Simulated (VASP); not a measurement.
A run of VASP 6.6.1:

Contents of INCAR:

```
SYSTEM = CuI
PREC = Accurate ; ENCUT = 520
EDIFF = 1E-6 ; ISMEAR = 0
SIGMA = 0.02 ; LREAL = .False.
LASPH = .True. ; NELM = 80
ALGO = Normal ; ISIF = 2
LWAVE = .False. ; LCHARG = .True.
GGA = PE ; LELF = .True.
LVHAR = .True. ; NBANDS = 16
```

The input KPOINTS:

```
regular mesh
0
Gamma
  8 8 8
  0 0 0
```

File POSCAR:

```
CuI
1.0
    0.0000000000      3.0986068425      3.0986068425
    3.0986068425      0.0000000000      3.0986068425
    3.0986068425      3.0986068425      0.0000000000
Cu I
1 1
Direct
    0.2500000000      0.2500000000      0.2500000000
    0.0000000000      0.0000000000      0.0000000000
```

Potentials or basis: VASP PAW PBE potentials, release 64 (Cu, I).

Launch:

```bash
$ cat potpaw_PBE.64/Cu/POTCAR potpaw_PBE.64/I/POTCAR > POTCAR
$ mpirun -np 1 vasp_std > vasp.out
```

Hardware: 1 thread of Intel(R) Xeon(R) Platinum 8259CL CPU @ 2.50GHz (Skylake/Cascade Lake) (shared host).

Q: Estimate the wall time of this run.

A: Run time: 27 s on 1 thread of Intel(R) Xeon(R) Platinum 8259CL CPU @ 2.50GHz (Skylake/Cascade Lake), on a shared host, peak memory 0.21 GiB. Counts: scf iterations 12, k points 29.
